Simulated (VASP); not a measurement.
# Na (Im-3m) in VASP: notebook

The runs below take Na through single point, with LDA.

All numbers are computed with VASP 6.6.1; they aren't measurements. Logs are shortened: lines on timing, memory, paths and dates and some standing lists are left out, and cuts for length are marked.

## Step 1: The cell of the first run

The structure is cubic, space group Im-3m (No. 229). The conventional cell has a = 3.828 Å, b = 3.828 Å, c = 3.828 Å, α = 90.00°, β = 90.00°, γ = 90.00°. Within 4.4 Å of Na (site symmetry m-3m) lie 14 Na at 3.32 to 3.83 Å.

## Step 2: Single point, LDA (28.05 Å³/atom)

Contents of POSCAR:

```
Na
1.0
   -1.9141674125      1.9141674125      1.9141674125
    1.9141674125     -1.9141674125      1.9141674125
    1.9141674125      1.9141674125     -1.9141674125
Na
1
Direct
    0.0000000000      0.0000000000      0.0000000000
```

Contents of INCAR.step1:

```
SYSTEM = Na
  ALGO = Normal
  EDIFF = 1E-7
  ENCUT = 520
  GGA = CA
  ISIF = 2
  ISMEAR = -1
  LASPH = .TRUE.
  LCHARG = .TRUE.
  LREAL = .FALSE.
  LWAVE = .FALSE.
  NBANDS = 10
  NELM = 100
  PREC = Accurate
  SIGMA = 0.05
```

Contents of KPOINTS.step1:

```
k-points
0
G
  13 13 13
  0 0 0
```

Contents of INCAR.step2:

```
SYSTEM = Na
  ALGO = Normal
  EDIFF = 1E-7
  ENCUT = 520
  GGA = CA
  ICHARG = 11
  ISIF = 2
  ISMEAR = -5
  LASPH = .TRUE.
  LCHARG = .FALSE.
  LORBIT = 11
  LREAL = .FALSE.
  LWAVE = .FALSE.
  NBANDS = 10
  NEDOS = 1001
  NELM = 100
  PREC = Accurate
  SIGMA = 0.05
```

Contents of KPOINTS.step2:

```
k-points
0
G
  20 20 20
  0 0 0
```

Potentials or basis: VASP PAW LDA potentials, release 64 (Na_pv).

The run is started by

```sh
$ cat potpaw_LDA.64/Na_pv/POTCAR > POTCAR
$ cp INCAR.step1 INCAR
$ cp KPOINTS.step1 KPOINTS
$ mpirun -np 1 vasp_std > vasp.out
$ cp INCAR.step2 INCAR
$ cp KPOINTS.step2 KPOINTS
$ mpirun -np 1 vasp_std > vasp.out
```

OUTCAR:

```text
SYSTEM = Na
   EDIFF = 1E-7
   ENCUT = 520
   GGA = CA
   ICHARG = 11
   ISIF = 2
   ISMEAR = -5
   LASPH = .TRUE.
   LORBIT = 11
   LREAL = .FALSE.
   NELM = 100
   PREC = Accurate

 ion  position               nearest neighbor table
   1  0.000  0.000  0.000-

  LATTYP: Found a body centered cubic cell.
 ALAT       =     3.8283348250

  Lattice vectors:

 A1 = (  -1.9141674125,   1.9141674125,   1.9141674125)
 A2 = (   1.9141674125,  -1.9141674125,   1.9141674125)
 A3 = (   1.9141674125,   1.9141674125,  -1.9141674125)

Analysis of symmetry for initial positions (statically):
=====================================================================
 Subroutine PRICEL returns:
 Original cell was already a primitive cell.

 Routine SETGRP: Setting up the symmetry group for a
 body centered cubic supercell.

 Subroutine GETGRP returns: Found 48 space group operations
 (whereof 48 operations were pure point group operations)
 out of a pool of 48 trial point group operations.

The static configuration has the point symmetry O_h .

Analysis of symmetry for dynamics (positions and initial velocities):
=====================================================================
 Subroutine PRICEL returns:
 Original cell was already a primitive cell.

 Routine SETGRP: Setting up the symmetry group for a
 body centered cubic supercell.

 Subroutine GETGRP returns: Found 48 space group operations
 (whereof 48 operations were pure point group operations)
 out of a pool of 48 trial point group operations.

The dynamic configuration has the point symmetry O_h .

 Subroutine INISYM returns: Found 48 space group operations
 (whereof 48 operations are pure point group operations),
 and found     1 'primitive' translations

----------------------------------------------------------------------------------------

                                     Primitive cell

  volume of cell :      28.0543

  direct lattice vectors                    reciprocal lattice vectors
    -1.914167413  1.914167413  1.914167413     0.000000000  0.261210172  0.261210172
     1.914167413 -1.914167413  1.914167413     0.261210172  0.000000000  0.261210172
     1.914167413  1.914167413 -1.914167413     0.261210172  0.261210172  0.000000000

  length of vectors
     3.315435213  3.315435213  3.315435213     0.369406969  0.369406969  0.369406969

  position of ions in fractional coordinates (direct lattice)
     0.000000000  0.000000000  0.000000000

  ion indices of the primitive-cell ions
   primitive index   ion index
                 1           1

----------------------------------------------------------------------------------------

 KPOINTS: k-points

Automatic generation of k-mesh.
 Grid dimensions read from file:
 generate k-points for:   20   20   20

 Generating k-lattice:

  Cartesian coordinates                     Fractional coordinates (reciprocal lattice)
     0.000000000  0.013060509  0.013060509     0.050000000  0.000000000  0.000000000
     0.013060509  0.000000000  0.013060509     0.000000000  0.050000000  0.000000000
     0.013060509  0.013060509  0.000000000     0.000000000  0.000000000  0.050000000

  Length of vectors
     0.018470348  0.018470348  0.018470348

  Shift w.r.t. Gamma in fractional coordinates (k-lattice)
     0.000000000  0.000000000  0.000000000

 TETIRR: Found   9408 inequivalent tetrahedra from    48000

 Subroutine IBZKPT returns following result:
 ===========================================

 Found    256 irreducible k-points:

 Following reciprocal coordinates:
            Coordinates               Weight
  0.000000  0.000000  0.000000      1.000000
  0.050000  0.000000  0.000000     12.000000
  0.100000  0.000000  0.000000     12.000000
  0.150000  0.000000  0.000000     12.000000
  0.200000  0.000000  0.000000     12.000000
  0.250000  0.000000  0.000000     12.000000
[... 16 lines left out ...]
  0.200000  0.100000 -0.000000     48.000000
  0.250000  0.100000  0.000000     48.000000
 [... further k-points ...]
   k-points           NKPTS =    256   k-points in BZ     NKDIM =    256   number of bands    NBANDS=     10
   number of dos      NEDOS =   1001   number of ions     NIONS =      1
   total plane-waves  NPLWV =  21952
   dimension x,y,z NGX =    28 NGY =   28 NGZ =   28
   dimension x,y,z NGXF=    56 NGYF=   56 NGZF=   56
   ions per type =               1
   NGX,Y,Z   is equivalent  to a cutoff of  14.04, 14.04, 14.04 a.u.
   NGXF,Y,Z  is equivalent  to a cutoff of  28.08, 28.08, 28.08 a.u.
 SYSTEM =  Na
   PREC   = accura    normal or accurate (medium, high low for compatibility)
   ISTART =      0    job   : 0-new  1-cont  2-samecut
   ICHARG =     11    charge: 1-file 2-atom 10-const
   ISPIN  =      1    spin polarized calculation?
   LNONCOLLINEAR =      F non collinear calculations
   LSORBIT =      F    spin-orbit coupling
   LASPH  =      T    aspherical Exc in radial PAW
   ENCUT  =  520.0 eV  38.22 Ry    6.18 a.u.   6.16  6.16  6.16*2*pi/ulx,y,z
   NELM   =    100;   NELMIN=  2; NELMDL=  0     # of ELM steps
   EDIFF  = 0.1E-06   stopping-criterion for ELM
   LREAL  =      F    real-space projection
   EDIFFG = 0.1E-05   stopping-criterion for IOM
   NSW    =      0    number of steps for IOM
   IBRION =     -1    ionic relax: 0-MD 1-quasi-New 2-CG
   NFREE  =      0    steps in history (QN), initial steepest desc. (CG)
   ISIF   =      2    stress and relaxation
   ISYM   =      2    0-nonsym 1-usesym 2-fastsym
   POTIM  = 0.5000    time-step for ionic-motion
   TEBEG  =    0.0;   TEEND  =   0.0 temperature during run
   PSTRESS=    0.0 pullay stress
   NELECT =       7.0000    total number of electrons
   NUPDOWN=      -1.0000    fix difference up-down
   EMIN   =  10.00;   EMAX   =-10.00  energy-range for DOS
   EFERMI =   0.00;   METHOD = LEGACY
   ISMEAR =    -5;   SIGMA  =   0.05  broadening in eV -4-tet -1-fermi 0-gaus
   EFERMI_NEDOS =   21; number of points for ismear=-14 and -15
   IALGO  =     38    algorithm
   IMIX   =      4    mixing-type and parameters
     AMIX     =   0.40;   BMIX     =  1.00
     AMIX_MAG =   1.60;   BMIX_MAG =  1.00
  volume/ion in A,a.u.               =      28.05       189.32
  Fermi-wavevector in a.u.,A,eV,Ry     =   1.030641  1.947630 14.452404  1.062222
  Thomas-Fermi vector in A             =   2.164750
   LORBIT       =     11    0 simple, 1 ext, 2 COOP (PROOUT), +10 PAW based schemes
   GGA     = CA    functional components
   LHFCALC =     F    Hartree Fock is set to
   AEXX    =    0.0000 exact exchange contribution
   IVDW    =     0    specifies the selected vdW correction
   LEPSILON=     F    determine dielectric tensor
   LRPA    =     F    only Hartree local field effects (RPA)
 non-spin polarized calculation
 Fermi weights with tetrahedron method with Bloechl corrections
  energy-cutoff  :      520.00
  volume of cell :       28.05
 maximum number of plane-waves:       767
 NGX is ok and might be reduce to    28

 number of electron       7.0000003 magnetization

 Free energy of the ion-electron system (eV)
  ---------------------------------------------------
  ext. energy  EPLUGINS =         0.00000000
  ---------------------------------------------------
  free energy    TOTEN  =        -1.42381642 eV

  energy without entropy =       -1.42381642  energy(sigma->0) =       -1.42381642

 E-fermi :   1.0962     XC(G=0):  -7.5631

 val. band max:        1.0344479344   @ k =  -0.3000   0.4000   0.2000
 cond. band min:       1.0783500379   @ k =   0.3500   0.1000   0.0500
 fundamental gap:      0.0439021035
 Fermi energy:         1.0962247412

 k-point     1 :       0.0000    0.0000    0.0000
  band No.  band energies     occupation
      1     -23.7061      2.00000
      2     -23.7061      2.00000
      3     -23.7061      2.00000
      4      -2.8560      2.00000
      5      14.5863      0.00000
      6      14.5863      0.00000
      7      14.5863      0.00000
      8      15.8972      0.00000
      9      15.8972      0.00000
     10      16.7053      0.00000

 k-point     2 :       0.0500    0.0000    0.0000
  band No.  band energies     occupation
      1     -23.7085      2.00000
      2     -23.7069      2.00000
      3     -23.7062      2.00000
      4      -2.8022      2.00000
      5      13.9164      0.00000
      6      14.2229      0.00000
      7      14.4464      0.00000
      8      15.3773      0.00000
      9      15.4344      0.00000
     10      17.1078      0.00000

 k-point     3 :       0.1000    0.0000    0.0000
  band No.  band energies     occupation
      1     -23.7154      2.00000
      2     -23.7090      2.00000
      3     -23.7062      2.00000
      4      -2.6411      2.00000
      5      12.4809      0.00000
      6      13.5430      0.00000
      7      14.1131      0.00000
      8      14.7637      0.00000
      9      15.2047      0.00000
     10      17.4992      0.00000

 k-point     4 :       0.1500    0.0000    0.0000
  band No.  band energies     occupation
      1     -23.7261      2.00000
      2     -23.7124      2.00000
      3     -23.7062      2.00000
      4      -2.3742      2.00000
      5      10.9712      0.00000
      6      12.8537      0.00000
      7      13.7166      0.00000
      8      14.1400      0.00000
      9      15.0588      0.00000
     10      17.5780      0.00000

 k-point     5 :       0.2000    0.0000    0.0000
  band No.  band energies     occupation
      1     -23.7394      2.00000
      2     -23.7166      2.00000
      3     -23.7063      2.00000
      4      -2.0038      2.00000
      5       9.5064      0.00000
      6      12.2291      0.00000
      7      13.3297      0.00000
      8      13.5925      0.00000
      9      14.8327      0.00000
     10      17.7667      0.00000

 k-point     6 :       0.2500    0.0000    0.0000
  band No.  band energies     occupation
      1     -23.7541      2.00000
      2     -23.7213      2.00000
      3     -23.7063      2.00000
      4      -1.5327      2.00000
      5       8.1089      0.00000
      6      11.6901      0.00000
      7      12.9844      0.00000
      8      13.1283      0.00000
      9      14.5403      0.00000
     10      18.0727      0.00000
[... 183 lines left out ...]
 k-point    21 :       0.1000    0.1000    0.0000
  band No.  band energies     occupation
      1     -23.7319      2.00000
      2     -23.7123      2.00000
      3     -23.7084      2.00000
      4      -2.2150      2.00000
      5      10.7735      0.00000
      6      11.4430      0.00000
      7      13.3781      0.00000
      8      14.5296      0.00000
      9      15.5820      0.00000
     10      17.5754      0.00000

 k-point    22 :       0.1500    0.1000    0.0000
  band No.  band energies     occupation
      1     -23.7439      2.00000
      2     -23.7163      2.00000
      3     -23.7090      2.00000
      4      -1.8461      2.00000
      5       9.5146      0.00000
      6      10.6860      0.00000
      7      12.9228      0.00000
      8      14.2936      0.00000
      9      15.6381      0.00000
     10      17.3272      0.00000

 k-point    23 :       0.2000    0.1000   -0.0000
  band No.  band energies     occupation
      1     -23.7570      2.00000
      2     -23.7215      2.00000
      3     -23.7093      2.00000
      4      -1.3769      2.00000
      5       8.1815      0.00000
      6      10.1367      0.00000
      7      12.5076      0.00000
      8      13.9623      0.00000
      9      15.7029      0.00000
     10      17.1708      0.00000

 k-point    24 :       0.2500    0.1000    0.0000
  band No.  band energies     occupation
      1     -23.7698      2.00000
      2     -23.7268      2.00000
      3     -23.7095      2.00000
      4      -0.8109      2.00000
      5       6.8881      0.00000
      6       9.7023      0.00000
      7      12.1529      0.00000
      8      13.6334      0.00000
      9      15.6737      0.00000
     10      17.2785      0.00000

 [... further k-points ...]

------------------------ aborting loop because EDIFF is reached ----------------------------------------

  FORCE on cell =-STRESS in cart. coord.  units (eV):
  Direction    XX          YY          ZZ          XY          YZ          ZX
  --------------------------------------------------------------------------------------
  -------------------------------------------------------------------------------------
  Total        0.3731335      0.3731335      0.3731335      0.0000000      0.0000000     -0.0000000
  in kB       21.3095897     21.3095897     21.3095897      0.0000000      0.0000000     -0.0000000
  external PRESSURE =      21.3095897 kB  Pullay stress =       0.0000000 kB

 VOLUME and BASIS-vectors are now :
 -----------------------------------------------------------------------------
  energy-cutoff  :      520.00
  volume of cell :       28.05
      direct lattice vectors                 reciprocal lattice vectors
    -1.914167413  1.914167413  1.914167413     0.000000000  0.261210172  0.261210172
     1.914167413 -1.914167413  1.914167413     0.261210172  0.000000000  0.261210172
     1.914167413  1.914167413 -1.914167413     0.261210172  0.261210172  0.000000000

 POSITION                                       TOTAL-FORCE (eV/Angst)
 -----------------------------------------------------------------------------------
      0.00000      0.00000      0.00000         0.000000     -0.000000     -0.000000
 -----------------------------------------------------------------------------------
    total drift:                               -0.000000     -0.000000      0.000000

  FREE ENERGIE OF THE ION-ELECTRON SYSTEM (eV)
  ---------------------------------------------------
  free  energy   TOTEN  =        -1.4238164160 eV

  energy  without entropy=       -1.4238164160  energy(sigma->0) =       -1.42381642

 total charge

# of ion       s       p       d       tot
------------------------------------------
    1        0.123   5.973   0.000   6.097
```

Wall time 68 s (1 thread of Intel Xeon Platinum 8259CL at 2.50GHz (Skylake/Cascade Lake), shared host); peak memory 0.18 GiB.

Results:

| Item | Value |
| --- | --- |
| Valence electrons inside the program's atomic spheres | Na 6.10 |

## Step 3: Single point, LDA

This run uses another cell than the first one, of 33.40 Å³/atom.

Contents of POSCAR:

```
Na
1.0
   -2.0287108707      2.0287108707      2.0287108707
    2.0287108707     -2.0287108707      2.0287108707
    2.0287108707      2.0287108707     -2.0287108707
Na
1
Direct
    0.0000000000      0.0000000000      0.0000000000
```

Contents of INCAR.step1:

```
SYSTEM = Na
PREC = Accurate
ENCUT = 520
EDIFF = 1E-7
ISMEAR = -1
SIGMA = 0.05
LREAL = .False.
LASPH = .True.
NELM = 80
ALGO = Normal
ISIF = 2
LWAVE = .False.
LCHARG = .True.
NBANDS = 10
```

Contents of KPOINTS.step1:

```
Automatic mesh
0
Gamma
  13 13 13
  0 0 0
```

Contents of INCAR.step2:

```
SYSTEM = Na
PREC = Accurate
ENCUT = 520
EDIFF = 1E-7
ISMEAR = -5
SIGMA = 0.05
LREAL = .False.
LASPH = .True.
NELM = 80
ALGO = Normal
ISIF = 2
LWAVE = .False.
LCHARG = .False.
LORBIT = 11
NBANDS = 10
NEDOS = 1001
ICHARG = 11
```

Contents of KPOINTS.step2:

```
Automatic mesh
0
Gamma
  20 20 20
  0 0 0
```

Potentials or basis: VASP PAW LDA potentials, release 64 (Na_pv).

The run is started by

```sh
$ cat potpaw_LDA.64/Na_pv/POTCAR > POTCAR
$ cp INCAR.step1 INCAR
$ cp KPOINTS.step1 KPOINTS
$ mpirun -np 1 vasp_std > vasp.out
$ cp INCAR.step2 INCAR
$ cp KPOINTS.step2 KPOINTS
$ mpirun -np 1 vasp_std > vasp.out
```

It took 72 s on 1 thread of Intel Xeon Platinum 8259CL at 2.50GHz (Skylake/Cascade Lake), shared host; peak memory 0.19 GiB.

Results (log left out):

```yaml
Valence_electrons_inside_the_program's_atomic_spheres: Na 6.08
```

Levels at points of the mesh, in eV from the Fermi level:
| k point | band 1 | band 2 | band 3 | band 4 | band 5 | band 6 | band 7 | band 8 |
| --- | --- | --- | --- | --- | --- | --- | --- | --- |
| (0.00, 0.00, 0.00) | -24.89 | -24.89 | -24.89 | -3.53 | 12.30 | 12.30 | 12.30 | 13.47 |
| (0.50, 0.00, 0.00) | -24.94 | -24.91 | -24.89 | 0.78 | 1.27 | 8.61 | 9.73 | 9.86 |
| (0.50, 0.50, 0.50) | -24.93 | -24.93 | -24.93 | 4.73 | 4.73 | 5.19 | 5.19 | 5.19 |

## Step 4: Single point, LDA (33.40 Å³/atom)

This run uses another cell than the first one, of 33.40 Å³/atom.

POSCAR is that of step 3.

Contents of INCAR.step1:

```
SYSTEM = Na
ALGO = Normal
EDIFF = 1E-7
ENCUT = 520
GGA = CA
ISIF = 2
ISMEAR = -1
LASPH = .TRUE.
LCHARG = .TRUE.
LREAL = .FALSE.
LWAVE = .FALSE.
NBANDS = 10
NELM = 80
PREC = Accurate
SIGMA = 0.05
```

Contents of KPOINTS.step1:

```
k-points
0
G
  13 13 13
  0 0 0
```

Contents of INCAR.step2:

```
SYSTEM = Na
ALGO = Normal
EDIFF = 1E-7
ENCUT = 520
GGA = CA
ICHARG = 11
ISIF = 2
ISMEAR = -5
LASPH = .TRUE.
LCHARG = .FALSE.
LORBIT = 11
LREAL = .FALSE.
LWAVE = .FALSE.
NEDOS = 2001
NELM = 80
PREC = Accurate
SIGMA = 0.05
```

Contents of KPOINTS.step2:

```
k-points
0
G
  20 20 20
  0 0 0
```

The run is started by

```sh
$ cat potpaw_LDA.64/Na_pv/POTCAR > POTCAR
$ cp INCAR.step1 INCAR
$ cp KPOINTS.step1 KPOINTS
$ mpirun -np 1 vasp_std > vasp.out
$ cp INCAR.step2 INCAR
$ cp KPOINTS.step2 KPOINTS
$ mpirun -np 1 vasp_std > vasp.out
```

Run time: 76 s. Hardware: 1 thread of Intel Xeon Platinum 8259CL at 2.50GHz (Skylake/Cascade Lake), shared host; peak memory 0.17 GiB.

It converged, with:

```
Valence electrons inside the program's atomic spheres : Na 6.08
```

Levels at points of the mesh, in eV from the Fermi level:
| k point | band 1 | band 2 | band 3 | band 4 | band 5 | band 6 | band 7 |
| --- | --- | --- | --- | --- | --- | --- | --- |
| (0.00, 0.00, 0.00) | -24.89 | -24.89 | -24.89 | -3.53 | 12.30 | 12.30 | 12.30 |
| (0.50, 0.00, 0.00) | -24.94 | -24.91 | -24.89 | 0.78 | 1.27 | 8.61 | 9.73 |
| (0.50, 0.50, 0.50) | -24.93 | -24.93 | -24.93 | 4.73 | 4.73 | 5.19 | 5.19 |
